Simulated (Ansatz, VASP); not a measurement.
# Two plane-wave programs on Sb2Pt

INCAR

```
SYSTEM = Sb2Pt
  ALGO = Normal
  EDIFF = 1E-6
  ENCUT = 520
  GGA = PE
  ISIF = 2
  ISMEAR = 0
  LASPH = .TRUE.
  LCHARG = .FALSE.
  LREAL = .FALSE.
  LWAVE = .FALSE.
  NBANDS = 17
  NELM = 80
  PREC = Accurate
  SIGMA = 0.05
```

Contents of KPOINTS:

```
k-points
0
G
  10 10 6
  0 0 0
```

POSCAR

```
Sb2Pt
1.0
    4.0519871834      0.0116787782      0.0276763586
   -2.0158794731      3.4422818134      0.0172383185
    0.0356242609      0.0461889779      5.2817266450
Pt Sb
1 2
Direct
    0.0117511761      0.0080342817      0.0003849226
    0.3219709043      0.6625102281      0.2415076342
    0.6662779196      0.3294554902      0.7581074431
```

Input for Ansatz:

```yaml
crystal:
  lattice:
    - [4.0519871834, 0.0116787782, 0.0276763586]
    - [-2.0158794731, 3.4422818134, 0.0172383185]
    - [0.0356242609, 0.0461889779, 5.281726645]
  atoms:
    - { symbol: Pt, position: [0.0117511761, 0.0080342817, 0.0003849226] }
    - { symbol: Sb, position: [0.3219709043, 0.6625102281, 0.2415076342] }
    - { symbol: Sb, position: [0.6662779196, 0.3294554902, 0.7581074431] }
basis:
  ecutwfc: 420
  ecutrho_ratio: 4
kpoints:
  mp_grid: { grid: [10, 10, 6] }
hamiltonian:
  xc: pbe
scf:
  occupations: { method: gaussian, width: 0.05 }
output:
  forces: true
  stress: true
  eigenvalues: true
```

Change from the starting cell: all atoms moved at random (sigma 0.06 Å), cell strained at random (1 %).

Alike in both runs: task single point; functional PBE; k mesh 10 × 10 × 6; occupations gaussian, width 0.05 eV; no spin polarisation.

|  | VASP | Ansatz |
| --- | --- | --- |
| version | VASP 6.6.1 | Ansatz 0.2.0 |
| potentials or method | VASP PAW PBE potentials, release 64 (Pt, Sb), cutoff 520 eV | scalar-relativistic, plane waves, PAW |
| valence electrons in the cell | 20 | 48 |

|  | VASP | Ansatz | Ansatz less VASP |
| --- | --- | --- | --- |
| gap on the k mesh at the Fermi level (eV) | none | none | - |
| pressure (GPa) | 5.5 | 5.8 | +0.30 |
| traceless stress, the component that is largest in VASP (GPa) | -2.15 | -2.22 | -0.070 |
| rms of the force components (eV/Å) | 0.515 | 0.525 | +0.0097 |

Atom by atom the forces differ by 0.010 eV/Å (rms over components). A gap of «none» marks a metal or a gap that the smearing closes. VASP's potentials hold 20 valence electrons a cell and Ansatz's 48, so a difference there can come from the potentials and not from the codes.

Spin-orbit coupling is off throughout.
